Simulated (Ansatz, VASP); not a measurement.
## Zn4SeS3 in VASP and in Ansatz

INCAR

```
SYSTEM = Zn4SeS3
PREC     = Accurate       ! precision mode
ENCUT    = 520            ! plane-wave cutoff, eV
EDIFF    = 1E-6           ! SCF threshold, eV
ISMEAR   = 0              ! smearing method
SIGMA    = 0.1            ! smearing width, eV
LREAL    = .FALSE.        ! projectors in reciprocal space
LASPH    = .TRUE.         ! aspherical terms in the spheres
NELM     = 100            ! most SCF steps
ALGO     = Normal         ! electronic algorithm
ISIF     = 2              ! what is computed and relaxed
LWAVE    = .FALSE.        ! write WAVECAR
LCHARG   = .TRUE.         ! write CHGCAR
GGA      = PE             ! functional
LELF     = .TRUE.         ! ELF
LVHAR    = .TRUE.       
NBANDS   = 46             ! bands
```

KPOINTS

```
Automatic mesh
0
G
  4 4 4
  0 0 0
```

Contents of POSCAR:

```
Zn4SeS3
1.0
   -2.7579711000      2.7579711000      5.5128443000
    2.7579711000     -2.7579711000      5.5128443000
    2.7579711000      2.7579711000     -5.5128443000
Zn Se S
4 1 3
Direct
    0.3701030000      0.8863950000      0.0000000000
    0.1136050000      0.1136050000      0.4837080000
    0.8863950000      0.3701030000      0.0000000000
    0.6298970000      0.6298970000      0.5162920000
    0.5000000000      0.5000000000      0.0000000000
    0.7500000000      0.2500000000      0.5000000000
    0.2500000000      0.7500000000      0.5000000000
    0.0000000000      0.0000000000      0.0000000000
```

Input for Ansatz:

```yaml
crystal:
  lattice:
    - [-2.7579711, 2.7579711, 5.5128443]
    - [2.7579711, -2.7579711, 5.5128443]
    - [2.7579711, 2.7579711, -5.5128443]
  atoms:
    - { symbol: Zn, position: [0.370103, 0.886395, 0.0] }
    - { symbol: Zn, position: [0.113605, 0.113605, 0.483708] }
    - { symbol: Zn, position: [0.886395, 0.370103, 0.0] }
    - { symbol: Zn, position: [0.629897, 0.629897, 0.516292] }
    - { symbol: Se, position: [0.5, 0.5, 0.0] }
    - { symbol: S, position: [0.75, 0.25, 0.5] }
    - { symbol: S, position: [0.25, 0.75, 0.5] }
    - { symbol: S, position: [0.0, 0.0, 0.0] }
basis:
  ecutwfc: 420
kpoints:
  mp_grid: { grid: [4, 4, 4] }
hamiltonian:
  xc: pbe
scf:
  occupations: { method: gaussian, width: 0.1 }
  lower_state_search: "off"
output:
  forces: true
  stress: true
  eigenvalues: true
```

Alike in both runs: task single point; functional PBE; k mesh 4 × 4 × 4; occupations gaussian, width 0.1 eV; no spin polarisation.

|  | VASP | Ansatz |
| --- | --- | --- |
| version | VASP 6.6.1 | Ansatz 0.2.0 |
| potentials or method | VASP PAW PBE potentials, release 64 (Zn, Se, S), cutoff 520 eV | scalar-relativistic, plane waves, PAW |
| valence electrons in the cell | 72 | 82 |

Ansatz gave:

* gap on the k mesh at the Fermi level (eV): 1.76
* least direct gap on the mesh (eV): 1.76
* pressure (GPa): 0.0

Question: Which values does VASP return?

Answer: gap on the k mesh at the Fermi level (eV): 1.77; least direct gap on the mesh (eV): 1.77; pressure (GPa): 0.2.

VASP's potentials hold 72 valence electrons a cell and Ansatz's 82, so a difference there can come from the potentials and not from the codes.
